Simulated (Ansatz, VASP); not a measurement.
## Two plane-wave programs on Si

```
CELL_PARAMETERS angstrom
-3.31800 3.31800 3.31800
3.31800 -3.31800 3.31800
3.31800 3.31800 -3.31800
ATOMIC_POSITIONS crystal
Si 0.20332 0.20332 0.20332
Si 0.50000 0.00000 0.29668
Si 0.29668 0.50000 0.00000
Si 0.00000 0.29668 0.50000
Si 0.79668 0.79668 0.79668
Si 0.50000 0.00000 0.70332
Si 0.70332 0.50000 0.00000
Si 0.00000 0.70332 0.50000
```

Alike in both runs: task electric field gradients; functional PBEsol; k mesh 10 × 10 × 10; occupations fermi-dirac, width 0.05 eV; no spin polarisation.

|  | VASP | Ansatz |
| --- | --- | --- |
| version | VASP 6.6.1 | Ansatz 0.2.0 |
| potentials or method | VASP PAW PBE potentials, release 64 (Si) | plane-wave PAW, scalar-relativistic |
| plane-wave cutoff (eV) | 520 | 420 |
| valence electrons in the cell | 32 | 32 |

Ansatz gave:

* pressure (GPa): -1.3
* rms of the force components (eV/Å): 0.023
* size of Vzz on the site where it differs most (V/Å²): 10.0

Which values does VASP return?

Pressure (GPa): -1.1; rms of the force components (eV/Å): 0.029; size of Vzz on the site where it differs most (V/Å²): 9.9.

VASP's potentials were made for PBE, not for PBEsol. Atom by atom the forces differ by 0.006 eV/Å (rms over components).
